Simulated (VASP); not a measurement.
# Ba4Ti4O12F (a cell with a defect) in VASP: further runs, part 2 of 3

VASP 6.6.1. The steps go on from the part before.

## Step 3: Single point, PBE+D3(BJ)

The input, INCAR:

```
SYSTEM = Ba4Ti4O12F
PREC     = Accurate       ! precision mode
ENCUT    = 520            ! plane-wave cutoff, eV
EDIFF    = 1E-6           ! SCF threshold, eV
ISMEAR   = 0              ! smearing method
SIGMA    = 0.05           ! smearing width, eV
LREAL    = Auto         
LASPH    = .TRUE.         ! aspherical terms in the spheres
NELM     = 60             ! most SCF steps
ALGO     = Normal         ! electronic algorithm
ISIF     = 2              ! what is computed and relaxed
LWAVE    = .FALSE.        ! write WAVECAR
LCHARG   = .FALSE.        ! write CHGCAR
GGA      = PE             ! functional
IVDW     = 12             ! dispersion correction
NBANDS   = 100            ! bands
NELECT   = 168.0
```

The input, KPOINTS:

```
Automatic mesh
0
G
  2 2 2
  0 0 0
```

The input, POSCAR:

```
Ba4Ti4O12F
1.0
   -4.0076820000      4.0076820000      4.0076820000
    4.0076820000     -4.0076820000      4.0076820000
    4.0076820000      4.0076820000     -4.0076820000
Ba Ti O F
4 4 12 1
Direct
    0.4418273456      0.4643574515      0.5340058168
    0.0093169817      0.0058941802      0.5162823547
    0.0192803471      0.4733790006     -0.0307863748
    0.4871116271     -0.0169792663     -0.0077600967
    0.0088735833     -0.0088554930     -0.0014189000
    0.5706520627      0.5146503640      0.0498642357
    0.4943065593     -0.0323885478      0.4918532708
   -0.0377083312      0.4746923533      0.4766288842
   -0.0245492282      0.2417416102      0.2489424061
    0.2298988543     -0.0085092829      0.2531583095
    0.2427925918      0.2383415151      0.0072077825
    0.4919435973      0.7589434491      0.2409868098
    0.8639875868      0.5592530795      0.2117810245
    0.7214489573      0.7517553788     -0.0069884537
    0.4958683099      0.2585651756      0.7785209755
    0.7481202351      0.0007617870      0.7430592048
    0.7314754514      0.2482045731      0.4905092270
   -0.0018715307      0.7591765015      0.7634853514
    0.2048896345      0.5045040999      0.7222869729
    0.2731616431      0.7689690699      0.5223010458
    0.6547758779      0.5344902615      0.3630329203
```

Potentials or basis: VASP PAW PBE potentials, release 64 (Ba_sv, Ti_sv, O, F).

Run with:

```bash
cat potpaw_PBE.64/Ba_sv/POTCAR potpaw_PBE.64/Ti_sv/POTCAR potpaw_PBE.64/O/POTCAR potpaw_PBE.64/F/POTCAR > POTCAR
mpirun -np 1 vasp_std > vasp.out
```

OUTCAR:

```text
SYSTEM = Ba4Ti4O12F
   PREC = Accurate
   ENCUT = 520
   EDIFF = 1E-6
   ISMEAR = 0
   LREAL = Auto
   LASPH = .TRUE.
   NELM = 60
   ISIF = 2
   GGA = PE
   IVDW = 12
   NELECT = 168.0
 IVDW          = 12

 ion  position               nearest neighbor table
   1  0.442  0.464  0.534-  21 2.21  19 2.45  15 2.57  14 2.64   9 2.67  10 2.71  20 2.75  17 2.92
                            11 3.02  16 3.09  18 3.18   8 3.25   6 3.25  12 3.35   5 3.39   2 3.50
   2  0.009  0.006  0.516-  13 2.69  10 2.75  15 2.76  16 2.77  11 2.78  18 2.80  20 2.84  19 2.85
                             9 2.86  21 2.91  12 2.94  17 2.95  14 2.97   6 3.24   5 3.38   7 3.44
   3  0.019  0.473  0.969-  13 2.31  19 2.49  11 2.62  16 2.69  12 2.70  17 2.74  18 2.82   9 2.93
                            10 2.97  15 3.01  20 3.14  14 3.27   8 3.31   5 3.40   6 3.43   7 3.46
   4  0.487  0.983  0.992-  14 2.64  20 2.67  12 2.68  19 2.73   9 2.77  18 2.78  15 2.78  17 2.83
                            11 2.83  16 2.89  10 2.94   5 3.35   8 3.36   6 3.40   7 3.46   7 3.49
   5  0.009  0.991  0.999-  18 1.83  11 1.90  10 1.91  14 2.11  16 2.11   9 2.15   4 3.35   2 3.38
                             1 3.39   3 3.40   3 3.56   2 3.56   4 3.59   1 3.65
   6  0.571  0.515  0.050-  13 1.82  15 1.86  14 1.88  21 2.00  12 2.13  11 2.28   2 3.24   1 3.25
                             4 3.40   3 3.43   3 3.57   4 3.61   2 3.72
   7  0.494  0.968  0.492-  20 1.82  12 1.85  16 1.90  17 2.09  10 2.12  15 2.31   2 3.44   4 3.46
                             3 3.46   4 3.49   3 3.50   1 3.51   1 3.51   2 3.52
   8  0.962  0.475  0.477-  19 1.85  17 1.89   9 1.90  13 2.08  18 2.16  21 2.24  20 2.26   1 3.25
                             3 3.31   4 3.36   2 3.47   2 3.50   4 3.58   3 3.67   1 3.74
   9  0.975  0.242  0.249-   8 1.90   5 2.15   1 2.67   4 2.77   2 2.86   3 2.93
  10  0.230  0.991  0.253-   5 1.91   7 2.12   1 2.71   2 2.75   4 2.94   3 2.97
  11  0.243  0.238  0.007-   5 1.90   6 2.28   3 2.62   2 2.78   4 2.83   1 3.02
  12  0.492  0.759  0.241-   7 1.85   6 2.13   4 2.68   3 2.70   2 2.94   1 3.35
  13  0.864  0.559  0.212-   6 1.82   8 2.08   3 2.31   2 2.69
  14  0.721  0.752  0.993-   6 1.88   5 2.11   1 2.64   4 2.64   2 2.97   3 3.27
  15  0.496  0.259  0.779-   6 1.86   7 2.31   1 2.57   2 2.76   4 2.78   3 3.01
  16  0.748  0.001  0.743-   7 1.90   5 2.11   3 2.69   2 2.77   4 2.89   1 3.09
  17  0.731  0.248  0.491-   8 1.89   7 2.09   3 2.74   4 2.83   1 2.92   2 2.95
  18  0.998  0.759  0.763-   5 1.83   8 2.16   4 2.78   2 2.80   3 2.82   1 3.18
  19  0.205  0.505  0.722-   8 1.85   1 2.45   3 2.49   4 2.73   2 2.85
  20  0.273  0.769  0.522-   7 1.82   8 2.26   4 2.67   1 2.75   2 2.84   3 3.14
  21  0.655  0.534  0.363-   6 2.00   1 2.21   8 2.24   2 2.91

[... 197 lines left out ...]
 Free energy of the ion-electron system (eV)
  ---------------------------------------------------
  ext. energy  EPLUGINS =         0.00000000
  ---------------------------------------------------
  free energy    TOTEN  =      -154.31787920 eV

  energy without entropy =     -154.31787920  energy(sigma->0) =     -154.31787920

 E-fermi :   4.5917     XC(G=0): -11.4141

 val. band max:        4.3415277977   @ k =   0.5000   0.0000   0.5000
 cond. band min:       6.5390057561   @ k =   0.5000   0.5000   0.5000
 fundamental gap:      2.1974779584
 Fermi energy:         4.5917335093

 k-point     1 :       0.0000    0.0000    0.0000
  band No.  band energies     occupation
      1     -52.3368      2.00000
      2     -52.3083      2.00000
      3     -52.2688      2.00000
      4     -52.2092      2.00000
      5     -28.7639      2.00000
      6     -28.6566      2.00000
[... 781 lines left out ...]
     95       8.2572      0.00000
     96       8.3964      0.00000
 [bands above 96 left out]

------------------------ aborting loop because EDIFF is reached ----------------------------------------

 Edisp (eV)   -5.48527

 E8    (eV) :    -2.4741

  FORCE on cell =-STRESS in cart. coord.  units (eV):
  Direction    XX          YY          ZZ          XY          YZ          ZX
  --------------------------------------------------------------------------------------
  -------------------------------------------------------------------------------------
  Total      31.41821    26.10034    32.40299    -0.42827    -0.05718    -8.89895
  in kB     195.50245   162.41155   201.63034    -2.66494    -0.35578   -55.37449
  external pressure =      186.51 kB  Pullay stress =        0.00 kB

 VOLUME and BASIS-vectors are now :
 -----------------------------------------------------------------------------
  energy-cutoff  :      520.00
  volume of cell :      257.48
      direct lattice vectors                 reciprocal lattice vectors
    -4.007682000  4.007682000  4.007682000     0.000000000  0.124760398  0.124760398
     4.007682000 -4.007682000  4.007682000     0.124760398  0.000000000  0.124760398
     4.007682000  4.007682000 -4.007682000     0.124760398  0.124760398  0.000000000

 POSITION                                       TOTAL-FORCE (eV/Angst)
 -----------------------------------------------------------------------------------
      2.23042      2.04983      1.49158         0.042634      0.038293     -0.134564
      2.05538      2.08281     -2.00813         0.012928     -0.039264     -0.031589
      5.70418      2.06442     -1.90988        -0.141826      0.009850      0.052973
      5.96403      1.98914      1.91524         0.091330     -0.011961      0.053839
      7.93863      0.06537      0.00576         0.050625     -0.030933     -0.043882
     -0.02460      0.42428      4.14971         0.056506     -0.007040     -0.051131
[... 13 lines left out ...]
      4.08025      0.10618      2.08331        -0.041904     -0.053240     -0.049967
      0.97285      1.93699      3.31128        -0.261039     -0.022159      0.386418
 -----------------------------------------------------------------------------------
    total drift:                               -0.017821     -0.011969      0.002783

  FREE ENERGIE OF THE ION-ELECTRON SYSTEM (eV)
  ---------------------------------------------------
  free  energy   TOTEN  =      -159.8031527271 eV

  energy  without entropy=     -159.8031527271  energy(sigma->0) =     -159.80315273
```

stdout:

```text
POSCAR found type information on POSCAR BaTiO F
 POSCAR found :  4 types and      21 ions
 scaLAPACK will be used
 LDA part: xc-table for (Slater+PW92), standard interpolation
 POSCAR, INCAR and KPOINTS ok, starting setup
 FFT: planning ... GRIDC
 FFT: planning ... GRID_SOFT
 FFT: planning ... GRID
 WAVECAR not read
 entering main loop
 the old and the new charge density differ
 old charge density:   167.00000 new  168.00000
    0.507E+01
```

Run time: 9.5 min. Hardware: 1 thread of Intel Xeon Platinum 8124M at 3.00GHz (Skylake/Cascade Lake), shared host; peak memory 0.47 GiB.

Results:

```
Free energy                : -159.8032 eV
Largest force              : 0.467 eV/Å
Dispersion energy per atom : -0.261 eV
```

Forces on the atoms (eV/Å):
```
Ba   0.043  0.038 -0.135
Ba   0.013 -0.039 -0.032
Ba  -0.142  0.010  0.053
Ba   0.091 -0.012  0.054
Ti   0.051 -0.031 -0.044
Ti   0.057 -0.007 -0.051
Ti   0.048 -0.024  0.065
Ti   0.055 -0.050  0.044
O   -0.064 -0.029  0.006
O   -0.051  0.026  0.005
O    0.008  0.054  0.032
O   -0.031  0.060 -0.026
O    0.284  0.025 -0.205
O   -0.007  0.064  0.074
O   -0.082  0.057 -0.019
O   -0.005  0.026 -0.059
O    0.008 -0.014 -0.062
O   -0.040 -0.028 -0.044
O    0.067 -0.050  0.007
O   -0.042 -0.053 -0.050
F   -0.261 -0.022  0.386
```

Caveat: the k points lie up to 0.55 Å⁻¹ apart; the cell carries a net charge on a neutralising background, which shifts energy and pressure; the cell is charged against a uniform background, so pressure and absolute levels hang on convention; spin-orbit coupling is left out, which moves the levels of the heavy elements.

## Step 4: Single point, PBE+D3(BJ)

The input, INCAR:

```
ALGO = Normal
EDIFF = 1E-7
ENCUT = 520
GGA = PE
ISIF = 2
ISMEAR = 0
IVDW = 12
LASPH = T
LCHARG = F
LREAL = Auto
LWAVE = F
NBANDS = 100
NELECT = 168.0
NELM = 80
PREC = Accurate
SIGMA = 0.05
```

The input, KPOINTS:

```
k-points
0
Gamma
  2 2 2
```

The input, POSCAR:

```
Ba4Ti4O12F
1.0
   -4.0076820000      4.0076820000      4.0076820000
    4.0076820000     -4.0076820000      4.0076820000
    4.0076820000      4.0076820000     -4.0076820000
Ba Ti O F
4 4 12 1
Direct
    0.4543851034      0.4743987921      0.5292649217
    0.0127708486      0.0182056610      0.5187582248
    0.0256184248      0.4950558702     -0.0182783963
    0.4957314478     -0.0126628061     -0.0066306409
    0.0152630623      0.0026642583      0.0109065540
    0.5563742333      0.5012507230      0.0424234009
    0.4927861043     -0.0236485829      0.4963283015
   -0.0306767104      0.4848630705      0.4859723152
   -0.0095047461      0.2350147791      0.2563912257
    0.2351238197     -0.0006120745      0.2564363889
    0.2598267527      0.2558142088      0.0195719121
    0.4852575629      0.7706310032      0.2419540772
    0.8012102757      0.4544563416      0.1679638005
    0.7338812061      0.7459449128      0.0062613501
    0.4800637875      0.2526385577      0.7571618706
    0.7473300027      0.0082434185      0.7477621727
    0.7315535514      0.2614941754      0.4904479697
    0.0115639165      0.7676126749      0.7777076624
    0.2116109761      0.5012503487      0.7231123877
    0.2542737922      0.7635651980      0.5081233990
    0.7011912372      0.6166565860      0.3983961302
```

Run with:

```bash
cat potpaw_PBE.64/Ba_sv/POTCAR potpaw_PBE.64/Ti_sv/POTCAR potpaw_PBE.64/O/POTCAR potpaw_PBE.64/F/POTCAR > POTCAR
mpirun -np 1 vasp_std > vasp.out
```

It took 10 min on 1 thread of Intel Xeon Platinum 8124M at 3.00GHz (Skylake/Cascade Lake), shared host; peak memory 0.47 GiB.

The run converged. Its results:

| Quantity | Value |
| --- | --- |
| Free energy | -160.5164 eV |
| Largest force | 0.957 eV/Å |
| Dispersion energy per atom | -0.261 eV |

Forces on the atoms (eV/Å):
```
Ba  -0.064 -0.008  0.111
Ba   0.037 -0.066  0.018
Ba   0.082 -0.018  0.163
Ba  -0.005  0.020  0.077
Ti   0.100  0.020  0.018
Ti   0.035 -0.070 -0.185
Ti   0.152 -0.040  0.031
Ti   0.072  0.001  0.064
O   -0.133  0.092 -0.002
O   -0.043  0.026  0.030
O    0.053  0.084  0.081
O    0.030 -0.016  0.002
O   -0.262 -0.004 -0.920
O   -0.076  0.207  0.000
O   -0.185 -0.082 -0.037
O    0.034  0.008 -0.031
O    0.047 -0.075 -0.002
O    0.008  0.064  0.016
O   -0.053  0.034 -0.001
O   -0.073 -0.190 -0.112
F    0.244  0.013  0.681
```

Levels at points of the mesh, in eV from the Fermi level:
```csv
k point,band 82,band 83,band 84,band 85,band 86,band 87
"(0.00, 0.00, 0.00)",-0.77,-0.67,-0.45,1.72,1.84,2.46
"(0.50, 0.00, 0.00)",-0.92,-0.82,-0.69,2.19,2.36,2.45
"(0.00, 0.50, 0.00)",-1.02,-0.79,-0.40,2.15,2.32,2.55
"(0.00, 0.00, 0.50)",-0.99,-0.88,-0.56,2.27,2.37,2.49
"(0.50, 0.00, 0.50)",-0.97,-0.88,-0.41,2.21,2.44,2.48
"(0.50, 0.50, 0.00)",-1.01,-0.93,-0.61,2.29,2.37,2.48
"(0.00, 0.50, 0.50)",-0.98,-0.81,-0.66,2.15,2.40,2.47
"(0.50, 0.50, 0.50)",-0.80,-0.76,-0.42,1.71,1.93,2.41
```

Caveat: the k points lie up to 0.55 Å⁻¹ apart; the cell carries a net charge on a neutralising background, which shifts energy and pressure; the cell is charged against a uniform background, so pressure and absolute levels hang on convention; spin-orbit coupling is left out, which moves the levels of the heavy elements.

(Part 2 of 3 ends here.)
